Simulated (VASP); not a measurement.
# KF: single point with PBEsol

KF:

```
K F
1.0
     0.00000    2.62864    2.62864
     2.62864    0.00000    2.62864
     2.62864    2.62864    0.00000
K F
1 1
Direct
  0.00000 0.00000 0.00000
  0.50000 0.50000 0.50000
```

```
Program             : VASP 6.6.1
Task                : single point
Functional          : PBEsol
Potentials or basis : VASP PAW PBE potentials, release 64 (K_sv, F)
Cutoff              : 520 eV
k mesh              : 8 × 8 × 8
Occupations         : gaussian, width 0.01 eV
Spin                : no spin polarisation
```

```
Pressure               : 1.1 GPa
Band gap on the k mesh : 6.28 eV
```

Levels at points of the mesh, in eV from the valence-band top:
```
           k point  band 6  band 7  band 8  band 9  band 10  band 11
(0.00, 0.00, 0.00)    0.00    0.00    0.00    6.28    10.76    10.76
(0.50, 0.00, 0.00)   -0.87   -0.40   -0.40    9.17    10.82    12.28
(0.50, 0.50, 0.00)   -0.18   -0.04   -0.04    8.12    10.51    12.04
```

Run time: 25 s on 1 thread of Intel Xeon 8259CL, on a shared host, peak memory 0.16 GiB.

Caveat: the PAW data sets were made with another functional, which shifts forces and pressure a little. A k mesh can miss the band edges.
